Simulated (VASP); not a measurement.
# Tl2Ni2O3 (P2_1/c) in VASP: single point with PBE+U

Aim: the single point of Tl2Ni2O3 with PBE+U.

Everything below comes from runs of VASP 6.6.1. Logs are shortened: lines on timing, memory, paths and dates and some standing lists are left out, and cuts for length are marked.

## 1. The cell of the first run

The structure is monoclinic, space group P2_1/c (No. 14). Conventional cell: a = 5.977 Å, b = 6.113 Å, c = 6.046 Å, α = 90.00°, β = 117.55°, γ = 90.00°. Ni (site symmetry 1) has 4 O at 1.98 to 2.10 Å within 2.6 Å. Tl (site symmetry 1) has 4 O at 2.31 to 2.86 Å and 2 Ni at 3.03 to 3.06 Å within 3.1 Å. Within 2.6 Å of O (site symmetry 1) lie 3 Ni at 1.98 to 2.10 Å and 1 Tl at 2.31 Å. Within 2.6 Å of O (site symmetry -1) lie 2 Ni at 1.99 Å and 4 Tl at 2.41 to 2.46 Å.

## 2. Single point, PBE+U, collinear spin

INCAR

```
PREC     = Accurate       # precision mode
ENCUT    = 600            # plane-wave cutoff, eV
EDIFF    = 1E-6           # SCF threshold, eV
ISMEAR   = -1             # smearing method
SIGMA    = 0.0573         # smearing width, eV
LREAL    = False          # projectors in reciprocal space
LASPH    = True           # aspherical terms in the spheres
NELM     = 200            # most SCF steps
ALGO     = Normal         # electronic algorithm
ISIF     = 2              # what is computed and relaxed
LWAVE    = False          # write WAVECAR
LCHARG   = False          # write CHGCAR
ISPIN    = 2              # spin polarisation
MAGMOM   = -1.74 1.74 1.74 -1.74 0 0 0 0 -0.02 0.02 0.02 -0.02 0 0 # initial moments
LORBIT   = 11             # projections on sites
LMAXMIX  = 4              # l up to which the mixer works
LDAU     = True           # DFT+U
LDAUTYPE = 2            
LDAUL    = 2 -1 -1        # shell
LDAUU    = 5.36 0 0       # U, eV
LDAUJ    = 0 0 0        
LDAUPRINT= 1            
GGA      = PE             # functional
ISYM     = 0            
NBANDS   = 81             # bands
GGA_COMPAT= False        
KPAR     = 4
```

KPOINTS

```
regular mesh
0
Gamma
  4 3 4
```

POSCAR

```
Tl2Ni2O3
1.0
    5.9773065300      0.0000000000      0.0000000000
    0.0000000000      6.1128748600      0.0000000000
   -2.7964651900      0.0000000000      5.3605343600
Ni Tl O
4 4 6
Direct
    0.3350000000      0.1220000000      0.0730000000
    0.6650000000      0.6220000000      0.4270000000
    0.6650000000      0.8780000000      0.9270000000
    0.3350000000      0.3780000000      0.5730000000
    0.1520000000      0.8460000000      0.4110000000
    0.8480000000      0.3460000000      0.0890000000
    0.8480000000      0.1540000000      0.5890000000
    0.1520000000      0.6540000000      0.9110000000
    0.3720000000      0.4250000000      0.2470000000
    0.6280000000      0.9250000000      0.2530000000
    0.6280000000      0.5750000000      0.7530000000
    0.3720000000      0.0750000000      0.7470000000
    0.0000000000      0.0000000000      0.0000000000
    0.0000000000      0.5000000000      0.5000000000
```

Potentials or basis: VASP PAW PBE potentials, release 64 (Ni, Tl_d, O).

Run with:

```console
> cat potpaw_PBE.64/Ni/POTCAR potpaw_PBE.64/Tl_d/POTCAR potpaw_PBE.64/O/POTCAR > POTCAR
> mpirun -np 4 vasp_std > vasp.out
```

OUTCAR:

```text
PREC = Accurate
   ENCUT = 600
   EDIFF = 1E-6
   ISMEAR = -1
   LREAL = False
   LASPH = True
   NELM = 200
   ISIF = 2
   ISPIN = 2
   LORBIT = 11
   GGA = PE
   ISYM = 0

 ion  position               nearest neighbor table
   1  0.335  0.122  0.073-  10 1.98  13 1.99   9 2.09  12 2.10   3 2.92   7 3.03   8 3.06   5 3.21
                             7 3.21   6 3.26   6 3.32   8 3.43
   2  0.665  0.622  0.427-   9 1.98  14 1.99  10 2.09  11 2.10   4 2.92   8 3.03   7 3.06   6 3.21
                             8 3.21   5 3.26   5 3.32   7 3.43
   3  0.665  0.878  0.927-  12 1.98  13 1.99  11 2.09  10 2.10   1 2.92   5 3.03   6 3.06   7 3.21
                             5 3.21   8 3.26   8 3.32   6 3.43
   4  0.335  0.378  0.573-  11 1.98  14 1.99  12 2.09   9 2.10   2 2.92   6 3.03   5 3.06   8 3.21
                             6 3.21   7 3.26   7 3.32   5 3.43
   5  0.152  0.846  0.411-  12 2.31  13 2.41  14 2.46  10 2.86   3 3.03   4 3.06   7 3.13   1 3.21
                             3 3.21   8 3.24   8 3.24   2 3.26   2 3.32   4 3.43   6 3.63   6 3.63
   6  0.848  0.346  0.089-  11 2.31  14 2.41  13 2.46   9 2.86   4 3.03   3 3.06   8 3.13   2 3.21
                             4 3.21   7 3.24   7 3.24   1 3.26   1 3.32   3 3.43   5 3.63   5 3.63
   7  0.848  0.154  0.589-  10 2.31  13 2.41  14 2.46  12 2.86   1 3.03   2 3.06   5 3.13   3 3.21
                             1 3.21   6 3.24   6 3.24   4 3.26   4 3.32   2 3.43   8 3.63   8 3.63
   8  0.152  0.654  0.911-   9 2.31  14 2.41  13 2.46  11 2.86   2 3.03   1 3.06   6 3.13   4 3.21
                             2 3.21   5 3.24   5 3.24   3 3.26   3 3.32   1 3.43   7 3.63   7 3.63
   9  0.372  0.425  0.247-   2 1.98   1 2.09   4 2.10   8 2.31   6 2.86
  10  0.628  0.925  0.253-   1 1.98   2 2.09   3 2.10   7 2.31   5 2.86
  11  0.628  0.575  0.753-   4 1.98   3 2.09   2 2.10   6 2.31   8 2.86
  12  0.372  0.075  0.747-   3 1.98   4 2.09   1 2.10   5 2.31   7 2.86
  13  0.000  0.000  0.000-   1 1.99   3 1.99   5 2.41   7 2.41   6 2.46   8 2.46
  14  0.000  0.500  0.500-   2 1.99   4 1.99   6 2.41   8 2.41   7 2.46   5 2.46

IMPORTANT INFORMATION: All symmetrisations will be switched off!
NOSYMM: (Re-)initialisation of all symmetry stuff for point group C_1.

----------------------------------------------------------------------------------------

                                     Primitive cell

  volume of cell :     195.8660

  direct lattice vectors                    reciprocal lattice vectors
     5.977306530  0.000000000  0.000000000     0.167299434  0.000000000  0.087276195
     0.000000000  6.112874860  0.000000000     0.000000000  0.163589150  0.000000000
    -2.796465190  0.000000000  5.360534360     0.000000000  0.000000000  0.186548566

  length of vectors
     5.977306530  6.112874860  6.046118274     0.188696144  0.163589150  0.186548566

  position of ions in fractional coordinates (direct lattice)
     0.335000000  0.122000000  0.073000000
     0.665000000  0.622000000  0.427000000
     0.665000000  0.878000000  0.927000000
     0.335000000  0.378000000  0.573000000
     0.152000000  0.846000000  0.411000000
     0.848000000  0.346000000  0.089000000
     0.848000000  0.154000000  0.589000000
     0.152000000  0.654000000  0.911000000
     0.372000000  0.425000000  0.247000000
     0.628000000  0.925000000  0.253000000
     0.628000000  0.575000000  0.753000000
     0.372000000  0.075000000  0.747000000
     0.000000000  0.000000000  0.000000000
     1.000000000  0.500000000  0.500000000

  ion indices of the primitive-cell ions
   primitive index   ion index
                 1           1
                 2           2
                 3           3
                 4           4
                 5           5
                 6           6
                 7           7
                 8           8
                 9           9
                10          10
                11          11
                12          12
                13          13
                14          14

----------------------------------------------------------------------------------------

 KPOINTS: regular mesh

Automatic generation of k-mesh.
 Grid dimensions read from file:
 generate k-points for:    4    3    4

[... 84 lines left out ...]
  volume/ion in A,a.u.               =      13.99        94.41
  Fermi-wavevector in a.u.,A,eV,Ry     =   1.420665  2.684668 27.460502  2.018290
  Thomas-Fermi vector in A             =   2.541557
   LORBIT       =     11    0 simple, 1 ext, 2 COOP (PROOUT), +10 PAW based schemes
 LDA+U is selected, type is set to LDAUTYPE =  2
   angular momentum for each species LDAUL =     2   -1   -1
   U (eV)           for each species LDAUU =   5.4  0.0  0.0
   J (eV)           for each species LDAUJ =   0.0  0.0  0.0
   GGA     = PE    functional components
   LHFCALC =     F    Hartree Fock is set to
   AEXX    =    0.0000 exact exchange contribution
   IVDW    =     0    specifies the selected vdW correction
   LEPSILON=     F    determine dielectric tensor
   LRPA    =     F    only Hartree local field effects (RPA)
 spin polarized calculation
  energy-cutoff  :      600.00
  volume of cell :      195.87
 maximum number of plane-waves:      6570
   NGX = 23   NGY = 25   NGZ = 25

 number of electron     128.0000016 magnetization       0.0000007

atom =   1  type =  1  l = 2

 onsite density matrix

spin component  1
[... 116 lines left out ...]
  o =  0.1440  v =  0.7757  0.0844  0.4333 -0.2068 -0.4007  0.0000  0.0000  0.0000  0.0000  0.0000      0.0000  0.0000  0.0000  0.0000  0.0000  0.0000  0.0000  0.0000  0.0000  0.0000
  o =  0.1788  v = -0.2445 -0.6488  0.4072 -0.5802  0.1298  0.0000  0.0000  0.0000  0.0000  0.0000      0.0000  0.0000  0.0000  0.0000  0.0000  0.0000  0.0000  0.0000  0.0000  0.0000
  o =  0.9762  v =  0.5239 -0.6139 -0.3121  0.3309  0.3766  0.0000  0.0000  0.0000  0.0000  0.0000      0.0000  0.0000  0.0000  0.0000  0.0000  0.0000  0.0000  0.0000  0.0000  0.0000
  o =  0.9770  v =  0.0000  0.0000  0.0000  0.0000  0.0000  0.4115 -0.7091  0.2248  0.3761  0.3687      0.0000  0.0000  0.0000  0.0000  0.0000  0.0000  0.0000  0.0000  0.0000  0.0000
  o =  0.9780  v = -0.1828 -0.1293  0.6804  0.6978 -0.0057  0.0000  0.0000  0.0000  0.0000  0.0000      0.0000  0.0000  0.0000  0.0000  0.0000  0.0000  0.0000  0.0000  0.0000  0.0000
  o =  0.9793  v =  0.0000  0.0000  0.0000  0.0000  0.0000  0.3627 -0.1761 -0.7762 -0.4475  0.1863      0.0000  0.0000  0.0000  0.0000  0.0000  0.0000  0.0000  0.0000  0.0000  0.0000
  o =  0.9842  v =  0.1749  0.4224  0.2935 -0.1554  0.8251  0.0000  0.0000  0.0000  0.0000  0.0000      0.0000  0.0000  0.0000  0.0000  0.0000  0.0000  0.0000  0.0000  0.0000  0.0000
  o =  0.9882  v =  0.0000  0.0000  0.0000  0.0000  0.0000  0.3461  0.4410  0.4271 -0.3861  0.5952      0.0000  0.0000  0.0000  0.0000  0.0000  0.0000  0.0000  0.0000  0.0000  0.0000
  o =  0.9962  v =  0.0000  0.0000  0.0000  0.0000  0.0000  0.7555  0.3192  0.0048  0.2680 -0.5055      0.0000  0.0000  0.0000  0.0000  0.0000  0.0000  0.0000  0.0000  0.0000  0.0000
  o =  1.0028  v =  0.0000  0.0000  0.0000  0.0000  0.0000 -0.0927  0.4121 -0.4056  0.6614  0.4686      0.0000  0.0000  0.0000  0.0000  0.0000  0.0000  0.0000  0.0000  0.0000  0.0000

 number of electron     128.0000016 magnetization      -0.0000155

 Free energy of the ion-electron system (eV)
  ---------------------------------------------------
  ext. energy  EPLUGINS =         0.00000000
  ---------------------------------------------------
  free energy    TOTEN  =       -56.64934499 eV

  energy without entropy =      -56.63640613  energy(sigma->0) =      -56.64287556

 E-fermi :   7.5609     XC(G=0): -11.3071

 val. band max:        7.5208521056   @ k =   0.5000   0.0000   0.0000
 cond. band min:       7.6332829688   @ k =   0.5000   0.3333   0.0000
 fundamental gap:      0.1124308632
 Fermi energy:         7.5608744945

 spin component 1

 k-point     1 :       0.0000    0.0000    0.0000
  band No.  band energies     occupation
      1     -11.8142      1.00000
      2     -11.4547      1.00000
      3     -11.2482      1.00000
      4     -11.2024      1.00000
      5     -11.1037      1.00000
      6     -11.0517      1.00000
[... 3785 lines left out ...]
     75      12.2250      0.00000
     76      12.7521      0.00000

 [... further k-points ...]

 [bands above 76 left out]

------------------------ aborting loop because EDIFF is reached ----------------------------------------

  FORCE on cell =-STRESS in cart. coord.  units (eV):
  Direction    XX          YY          ZZ          XY          YZ          ZX
  --------------------------------------------------------------------------------------
  -------------------------------------------------------------------------------------
  Total        7.7547386     16.8714174     23.0531214     -0.0000360      0.0000319      0.7875339
  in kB       63.4334930    138.0076099    188.5737350     -0.0002942      0.0002609      6.4419998
  external PRESSURE =     130.0049459 kB  Pullay stress =       0.0000000 kB

 VOLUME and BASIS-vectors are now :
 -----------------------------------------------------------------------------
  energy-cutoff  :      600.00
  volume of cell :      195.87
      direct lattice vectors                 reciprocal lattice vectors
     5.977306530  0.000000000  0.000000000     0.167299434  0.000000000  0.087276195
     0.000000000  6.112874860  0.000000000     0.000000000  0.163589150  0.000000000
    -2.796465190  0.000000000  5.360534360     0.000000000  0.000000000  0.186548566

 POSITION                                       TOTAL-FORCE (eV/Angst)
 -----------------------------------------------------------------------------------
      1.79826      0.74577      0.39132         0.693479      0.444566     -0.059675
      2.78082      3.80221      2.28895        -0.693484      0.444569      0.059678
      1.38259      5.36710      4.96922        -0.693480     -0.444571      0.059672
      0.40002      2.31067      3.07159         0.693483     -0.444577     -0.059686
     -0.24080      5.17149      2.20318         0.628356     -0.358514     -0.043751
      4.81987      2.11505      0.47709        -0.628352     -0.358521      0.043745
      3.42164      0.94138      3.15735        -0.628355      0.358513      0.043753
     -1.63903      3.99782      4.88345         0.628350      0.358518     -0.043751
      1.53283      2.59797      1.32405         0.035706     -1.484431      1.293767
      3.04624      5.65441      1.35622        -0.035733     -1.484396     -1.293759
      1.64801      3.51490      4.03648        -0.035718      1.484382     -1.293780
      0.13460      0.45847      4.00432         0.035686      1.484454      1.293765
      0.00000      0.00000      0.00000         0.000045      0.000018      0.000009
     -1.39823      3.05644      2.68027         0.000019     -0.000011      0.000013
 -----------------------------------------------------------------------------------
    total drift:                                0.000008      0.000009      0.000002

  FREE ENERGIE OF THE ION-ELECTRON SYSTEM (eV)
  ---------------------------------------------------
  free  energy   TOTEN  =       -56.6493449928 eV

  energy  without entropy=      -56.6364061261  energy(sigma->0) =      -56.64287556

 total charge

# of ion       s       p       d       tot
------------------------------------------
    1        0.362   0.395   8.181   8.937
    2        0.362   0.395   8.181   8.937
    3        0.362   0.395   8.181   8.937
    4        0.362   0.395   8.181   8.937
    5        1.235   0.343   9.705  11.284
    6        1.235   0.343   9.705  11.284
    7        1.235   0.343   9.705  11.284
    8        1.235   0.343   9.705  11.284
    9        1.571   3.382   0.000   4.953
   10        1.571   3.382   0.000   4.953
   11        1.571   3.382   0.000   4.953
   12        1.571   3.382   0.000   4.953
   13        1.585   3.411   0.000   4.996
   14        1.585   3.411   0.000   4.996
--------------------------------------------------
tot         15.845  23.300  71.542 110.687

 magnetization (x)

# of ion       s       p       d       tot
------------------------------------------
    1       -0.007  -0.019  -1.681  -1.707
    2        0.007   0.019   1.681   1.707
    3        0.007   0.019   1.681   1.707
    4       -0.007  -0.019  -1.681  -1.707
    5        0.003  -0.004   0.000  -0.000
    6       -0.003   0.004  -0.000   0.000
    7       -0.003   0.004  -0.000   0.000
    8        0.003  -0.004   0.000  -0.000
    9        0.000  -0.018   0.000  -0.018
   10       -0.000   0.018   0.000   0.018
   11       -0.000   0.018   0.000   0.018
   12        0.000  -0.018   0.000  -0.018
   13        0.000  -0.000   0.000  -0.000
   14        0.000  -0.000   0.000  -0.000
--------------------------------------------------
tot         -0.000  -0.000   0.000   0.000
```

It took 9.6 min on 4 MPI ranks of Intel Xeon 6975P-C (Granite Rapids), shared host; peak memory 0.9 GiB.

Results:

```
Free energy                                           : -56.6493 eV
Pressure                                              : 13.0 GPa
Largest force                                         : 1.969 eV/Å
Band gap on the k mesh                                : 0.11 eV, indirect (least direct gap 0.32 eV)
Net moment                                            : 0.00 μB per cell
Site moments                                          : Ni -1.71, +1.71; Tl -0.00, +0.00; O -0.02, +0.02, -0.00 μB
Valence electrons inside the program's atomic spheres : Ni 8.94; Tl 11.28; O 4.95, 5.00
```

Forces in eV/Å, atoms in the order of the input:
```
Ni   0.693  0.445 -0.060
Ni  -0.693  0.445  0.060
Ni  -0.693 -0.445  0.060
Ni   0.693 -0.445 -0.060
Tl   0.628 -0.359 -0.044
Tl  -0.628 -0.359  0.044
Tl  -0.628  0.359  0.044
Tl   0.628  0.359 -0.044
O    0.036 -1.484  1.294
O   -0.036 -1.484 -1.294
O   -0.036  1.484 -1.294
O    0.036  1.484  1.294
O    0.000  0.000  0.000
O    0.000  0.000  0.000
```

Eigenvalues of the final occupation matrices:
| site | spin | trace | eigenvalues |
| --- | --- | --- | --- |
| site 1 d | 1 | 3.26 | 0.14 0.18 0.98 0.98 0.98 |
| site 1 d | 2 | 4.94 | 0.98 0.98 0.99 1.00 1.00 |
| site 2 d | 1 | 4.94 | 0.98 0.98 0.99 1.00 1.00 |
| site 2 d | 2 | 3.26 | 0.14 0.18 0.98 0.98 0.98 |
| site 3 d | 1 | 4.94 | 0.98 0.98 0.99 1.00 1.00 |
| site 3 d | 2 | 3.26 | 0.14 0.18 0.98 0.98 0.98 |
| site 4 d | 1 | 3.26 | 0.14 0.18 0.98 0.98 0.98 |
| site 4 d | 2 | 4.94 | 0.98 0.98 0.99 1.00 1.00 |

Caveat: spin-orbit coupling is left out, which moves the levels of the heavy elements; forces of over 1 eV/Å act on the atoms, so gaps and moduli don't describe the material at rest. A k mesh can miss the band edges.
